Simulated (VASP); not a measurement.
A run of VASP 6.6.1:

The input INCAR:

```
SYSTEM = TiSn
PREC = Accurate
ENCUT = 520
EDIFF = 1E-6
ISMEAR = -1
SIGMA = 0.05
LREAL = .False.
LASPH = .True.
NELM = 80
ALGO = Normal
ISIF = 2
LWAVE = .False.
LCHARG = .True.
GGA = PE
LELF = .True.
LVHAR = .True.
NBANDS = 20
```

Contents of KPOINTS:

```
regular mesh
0
Gamma
  8 8 8
  0 0 0
```

Contents of POSCAR:

```
TiSn
1.0
    0.0000000000      2.7433798768      2.7433798768
    2.7433798768      0.0000000000      2.7433798768
    2.7433798768      2.7433798768      0.0000000000
Ti Sn
1 1
Direct
    0.0000000000      0.0000000000      0.0000000000
    0.5000000000      0.5000000000      0.5000000000
```

Potentials or basis: VASP PAW PBE potentials, release 64 (Ti_sv, Sn_d).

The run is started by

```sh
$ cat potpaw_PBE.64/Ti_sv/POTCAR potpaw_PBE.64/Sn_d/POTCAR > POTCAR
$ mpirun -np 1 vasp_std > vasp.out
```

Hardware: 1 thread of Intel(R) Xeon(R) Platinum 8488C (Sapphire Rapids), on a shared host.

**Question.** Estimate the wall time of this run.

**Answer.** Wall time 19 s on 1 thread of Intel(R) Xeon(R) Platinum 8488C (Sapphire Rapids) (shared host), peak memory 0.18 GiB. Counts: scf iterations 13, k points 29.
